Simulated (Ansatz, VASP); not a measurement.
BaTiO3 in VASP and in Ansatz

INCAR

```
PREC = Accurate
ENCUT = 520
EDIFF = 1E-6
ISMEAR = 0
SIGMA = 0.05
LREAL = False
LASPH = True
NELM = 100
ALGO = Normal
ISIF = 2
LWAVE = False
LCHARG = False
GGA = PE
NBANDS = 28
```

File KPOINTS:

```
Automatic mesh
0
Gamma
  8 8 8
```

The input POSCAR:

```
BaTiO3
1.0
    4.0192318613      0.0000000000      0.0000000000
    0.0000000000      4.0192318613     -0.3014423896
    0.0000000000     -0.3014460990      4.0192813205
Ba Ti O
1 1 3
Direct
    0.0000000000      0.0000000000      0.0000000000
    0.5000000000      0.5000000000      0.5000000000
    0.5000000000      0.5000000000      0.0000000000
    0.5000000000      0.0000000000      0.5000000000
    0.0000000000      0.5000000000      0.5000000000
```

Input for Ansatz:

```yaml
crystal:
  lattice:
    - [4.0192318613, 0.0, 0.0]
    - [0.0, 4.0192318613, -0.3014423896]
    - [0.0, -0.301446099, 4.0192813205]
  atoms:
    - { symbol: Ba, position: [0.0, 0.0, 0.0] }
    - { symbol: Ti, position: [0.5, 0.5, 0.5] }
    - { symbol: O, position: [0.5, 0.5, 0.0] }
    - { symbol: O, position: [0.5, 0.0, 0.5] }
    - { symbol: O, position: [0.0, 0.5, 0.5] }
basis:
  ecutwfc: 420
kpoints:
  mp_grid: { grid: [8, 8, 8] }
hamiltonian:
  xc: pbe
scf:
  occupations: { method: gaussian, width: 0.05 }
output:
  forces: true
  stress: true
  eigenvalues: true
```

Change from the starting cell: strain -0.1500 x Voigt [0, 0, 0, 1, 0, 0], atoms carried along.

Alike in both runs: task single point; functional PBE; k mesh 8 × 8 × 8; occupations gaussian, width 0.05 eV; no spin polarisation.

|  | VASP | Ansatz |
| --- | --- | --- |
| version | VASP 6.6.1 | Ansatz 0.2.0 |
| potentials or method | VASP PAW PBE potentials, release 64 (Ba_sv, Ti_sv, O), cutoff 520 eV | scalar-relativistic, plane waves, PAW |
| valence electrons in the cell | 40 | 40 |

```csv
,VASP,Ansatz,Ansatz less VASP
gap on the k mesh at the Fermi level (eV),0.94,0.97,+0.030
least direct gap on the mesh (eV),0.94,0.97,+0.030
pressure (GPa),4.0,2.1,-1.86
"traceless stress, the component that is largest in VASP (GPa)",19.26,18.65,-0.616
```

Ansatz's warnings: near symmetry operations not taken.

Spin-orbit coupling is off throughout.
